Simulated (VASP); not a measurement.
# Al (I4/mmm) in VASP: notebook, part 2 of 2

VASP 6.6.1. Earlier steps stand in the parts before.

### 3 Single point, PBE (strain +0.050 along x and y, +0.025 along z)

The input, INCAR:

```
PREC = Accurate
ENCUT = 520
EDIFF = 1E-6
ISMEAR = 0
SIGMA = 0.15
LREAL = F
LASPH = T
NELM = 80
ALGO = Normal
ISIF = 2
LWAVE = F
LCHARG = F
GGA = PE
NBANDS = 8
```

The input, KPOINTS:

```
regular mesh
0
Gamma
  20 20 20
```

The input, POSCAR:

```
Al
1.0
    0.0000000000      2.1251790000      2.0745795000
    2.1251790000      0.0000000000      2.0745795000
    2.1251790000      2.1251790000      0.0000000000
Al
1
Direct
    0.0000000000      0.0000000000      0.0000000000
```

Potentials or basis: VASP PAW PBE potentials, release 64 (Al).

Launch:

```sh
> cat potpaw_PBE.64/Al/POTCAR > POTCAR
> mpirun -np 1 vasp_std > vasp.out
```

OUTCAR:

```text
PREC = Accurate
   ENCUT = 520
   EDIFF = 1E-6
   ISMEAR = 0
   LREAL = F
   LASPH = T
   NELM = 80
   ISIF = 2
   GGA = PE

 ion  position               nearest neighbor table
   1  0.000  0.000  0.000-

  LATTYP: Found a body centered tetragonal cell.
 ALAT       =     3.0054569643
 C/A-ratio  =     1.3805418109

  Lattice vectors:

 A1 = (   0.0000000000,  -2.1251790000,  -2.0745795000)
 A2 = (   0.0000000000,   2.1251790000,  -2.0745795000)
 A3 = (   2.1251790000,   0.0000000000,   2.0745795000)

Analysis of symmetry for initial positions (statically):
=====================================================================
 Subroutine PRICEL returns:
 Original cell was already a primitive cell.

 Routine SETGRP: Setting up the symmetry group for a
 body centered tetragonal supercell.

 Subroutine GETGRP returns: Found 16 space group operations
 (whereof 16 operations were pure point group operations)
 out of a pool of 16 trial point group operations.

The static configuration has the point symmetry D_4h.

Analysis of symmetry for dynamics (positions and initial velocities):
=====================================================================
 Subroutine PRICEL returns:
 Original cell was already a primitive cell.

 Routine SETGRP: Setting up the symmetry group for a
 body centered tetragonal supercell.

 Subroutine GETGRP returns: Found 16 space group operations
 (whereof 16 operations were pure point group operations)
 out of a pool of 16 trial point group operations.

The dynamic configuration has the point symmetry D_4h.

 Subroutine INISYM returns: Found 16 space group operations
 (whereof 16 operations are pure point group operations),
 and found     1 'primitive' translations

----------------------------------------------------------------------------------------

                                     Primitive cell

  volume of cell :      18.7392

  direct lattice vectors                    reciprocal lattice vectors
     0.000000000  2.125179000  2.074579500    -0.235274299  0.235274299  0.241012697
     2.125179000  0.000000000  2.074579500     0.235274299 -0.235274299  0.241012697
     2.125179000  2.125179000  0.000000000     0.235274299  0.235274299 -0.241012697

  length of vectors
     2.969893245  2.969893245  3.005456964     0.410846823  0.410846823  0.410846823

  position of ions in fractional coordinates (direct lattice)
     0.000000000  0.000000000  0.000000000

  ion indices of the primitive-cell ions
   primitive index   ion index
                 1           1

----------------------------------------------------------------------------------------

 KPOINTS: regular mesh

Automatic generation of k-mesh.
 Grid dimensions read from file:
 generate k-points for:   20   20   20

 Generating k-lattice:

  Cartesian coordinates                     Fractional coordinates (reciprocal lattice)
    -0.011763715  0.011763715  0.012050635     0.050000000 -0.000000000  0.000000000
     0.011763715 -0.011763715  0.012050635    -0.000000000  0.050000000  0.000000000
     0.011763715  0.011763715 -0.012050635     0.000000000  0.000000000  0.050000000

  Length of vectors
     0.020542341  0.020542341  0.020542341

  Shift w.r.t. Gamma in fractional coordinates (k-lattice)
     0.000000000  0.000000000  0.000000000

 Subroutine IBZKPT returns following result:
 ===========================================

 Found    641 irreducible k-points:

 Following reciprocal coordinates:
            Coordinates               Weight
  0.000000  0.000000  0.000000      1.000000
  0.050000 -0.000000  0.000000      8.000000
  0.100000 -0.000000  0.000000      8.000000
  0.150000 -0.000000  0.000000      8.000000
  0.200000 -0.000000  0.000000      8.000000
  0.250000 -0.000000  0.000000      8.000000
[... 16 lines left out ...]
 -0.400000  0.050000  0.000000      8.000000
 -0.350000  0.050000  0.000000      8.000000
 [... further k-points ...]
   k-points           NKPTS =    641   k-points in BZ     NKDIM =    641   number of bands    NBANDS=      8
   number of dos      NEDOS =    301   number of ions     NIONS =      1
   total plane-waves  NPLWV =  13824
   dimension x,y,z NGX =    24 NGY =   24 NGZ =   24
   dimension x,y,z NGXF=    48 NGYF=   48 NGZF=   48
   ions per type =               1
   NGX,Y,Z   is equivalent  to a cutoff of  13.43, 13.43, 13.28 a.u.
   NGXF,Y,Z  is equivalent  to a cutoff of  26.87, 26.87, 26.55 a.u.
 SYSTEM =  unknown system
   PREC   = accura    normal or accurate (medium, high low for compatibility)
   ISTART =      0    job   : 0-new  1-cont  2-samecut
   ICHARG =      2    charge: 1-file 2-atom 10-const
   ISPIN  =      1    spin polarized calculation?
   LNONCOLLINEAR =      F non collinear calculations
   LSORBIT =      F    spin-orbit coupling
   LASPH  =      T    aspherical Exc in radial PAW
   ENCUT  =  520.0 eV  38.22 Ry    6.18 a.u.   5.52  5.52  5.59*2*pi/ulx,y,z
   NELM   =     80;   NELMIN=  2; NELMDL= -5     # of ELM steps
   EDIFF  = 0.1E-05   stopping-criterion for ELM
   LREAL  =      F    real-space projection
   EDIFFG = 0.1E-04   stopping-criterion for IOM
   NSW    =      0    number of steps for IOM
   IBRION =     -1    ionic relax: 0-MD 1-quasi-New 2-CG
   NFREE  =      0    steps in history (QN), initial steepest desc. (CG)
   ISIF   =      2    stress and relaxation
   ISYM   =      2    0-nonsym 1-usesym 2-fastsym
   POTIM  = 0.5000    time-step for ionic-motion
   TEBEG  =    0.0;   TEEND  =   0.0 temperature during run
   PSTRESS=    0.0 pullay stress
   NELECT =       3.0000    total number of electrons
   NUPDOWN=      -1.0000    fix difference up-down
   EMIN   =  10.00;   EMAX   =-10.00  energy-range for DOS
   EFERMI =   0.00;   METHOD = LEGACY
   ISMEAR =     0;   SIGMA  =   0.15  broadening in eV -4-tet -1-fermi 0-gaus
   EFERMI_NEDOS =   21; number of points for ismear=-14 and -15
   IALGO  =     38    algorithm
   IMIX   =      4    mixing-type and parameters
     AMIX     =   0.40;   BMIX     =  1.00
     AMIX_MAG =   1.60;   BMIX_MAG =  1.00
  volume/ion in A,a.u.               =      18.74       126.46
  Fermi-wavevector in a.u.,A,eV,Ry     =   0.888925  1.679824 10.751144  0.790187
  Thomas-Fermi vector in A             =   2.010418
   LORBIT       =      0    0 simple, 1 ext, 2 COOP (PROOUT), +10 PAW based schemes
   GGA     = PE    functional components
   LHFCALC =     F    Hartree Fock is set to
   AEXX    =    0.0000 exact exchange contribution
   IVDW    =     0    specifies the selected vdW correction
   LEPSILON=     F    determine dielectric tensor
   LRPA    =     F    only Hartree local field effects (RPA)
 non-spin polarized calculation
 Gauss-broadening in eV      SIGMA  =   0.15
  energy-cutoff  :      520.00
  volume of cell :       18.74
 maximum number of plane-waves:       533
 NGX is ok and might be reduce to    24
   NGX = 11   NGY = 11   NGZ = 11

 number of electron       3.0000000 magnetization

 Free energy of the ion-electron system (eV)
  ---------------------------------------------------
  ext. energy  EPLUGINS =         0.00000000
  ---------------------------------------------------
  free energy    TOTEN  =        -3.68980914 eV

  energy without entropy =       -3.68538814  energy(sigma->0) =       -3.68759864

 E-fermi :   6.7595     XC(G=0):  -9.7446

 val. band max:        6.7583478941   @ k =  -0.3000   0.5000   0.2000
 cond. band min:       6.7637081320   @ k =  -0.2500   0.2500   0.1500
 fundamental gap:      0.0053602379
 Fermi energy:         6.7594671859

 k-point     1 :       0.0000    0.0000    0.0000
  band No.  band energies     occupation
      1      -3.5498      2.00000
      2      18.5989      0.00000
      3      18.5989      0.00000
      4      18.8397      0.00000
      5      19.2159      0.00000
      6      19.2802      0.00000
      7      19.2802      0.00000
      8      22.3181      0.00000
[... 243 lines left out ...]
 k-point    24 :      -0.3500    0.0500    0.0000
  band No.  band energies     occupation
      1      -0.1898      2.00000
      2       6.2587      2.00000
      3      15.5554      0.00000
      4      16.9946      0.00000
      5      17.8650      0.00000
      6      18.9132      0.00000
      7      20.3273      0.00000
      8      23.3964      0.00000

 [... further k-points ...]

------------------------ aborting loop because EDIFF is reached ----------------------------------------

  FORCE on cell =-STRESS in cart. coord.  units (eV):
  Direction    XX          YY          ZZ          XY          YZ          ZX
  --------------------------------------------------------------------------------------
  -------------------------------------------------------------------------------------
  Total       -0.8655469     -0.8655469     -0.8307445      0.0000000     -0.0000000     -0.0000000
  in kB      -74.0031243    -74.0031243    -71.0275695      0.0000000     -0.0000000     -0.0000000
  external PRESSURE =     -73.0112727 kB  Pullay stress =       0.0000000 kB

 VOLUME and BASIS-vectors are now :
 -----------------------------------------------------------------------------
  energy-cutoff  :      520.00
  volume of cell :       18.74
      direct lattice vectors                 reciprocal lattice vectors
     0.000000000  2.125179000  2.074579500    -0.235274299  0.235274299  0.241012697
     2.125179000  0.000000000  2.074579500     0.235274299 -0.235274299  0.241012697
     2.125179000  2.125179000  0.000000000     0.235274299  0.235274299 -0.241012697

 POSITION                                       TOTAL-FORCE (eV/Angst)
 -----------------------------------------------------------------------------------
      0.00000      0.00000      0.00000         0.000000      0.000000      0.000000
 -----------------------------------------------------------------------------------
    total drift:                                0.000000     -0.000000     -0.000000

  FREE ENERGIE OF THE ION-ELECTRON SYSTEM (eV)
  ---------------------------------------------------
  free  energy   TOTEN  =        -3.6898091353 eV

  energy  without entropy=       -3.6853881410  energy(sigma->0) =       -3.68759864
```

It took 1.7 min on 1 thread of Intel Xeon 8259CL, shared host; peak memory 0.2 GiB.

What came out:

| Property | Result |
| --- | --- |
| Free energy | -3.6898 eV |
| Pressure | -7.3 GPa |
| Band gap on the k mesh | zero (an odd number of electrons rules out a gap without spin polarisation) |

Stress tensor (GPa, compression positive):
```
-7.40  0.00  0.00
 0.00 -7.40  0.00
 0.00  0.00 -7.10
```

Caveat: the cell differs from its parent crystal (strain +0.050 along x and y, +0.025 along z); the cell stands under tension.
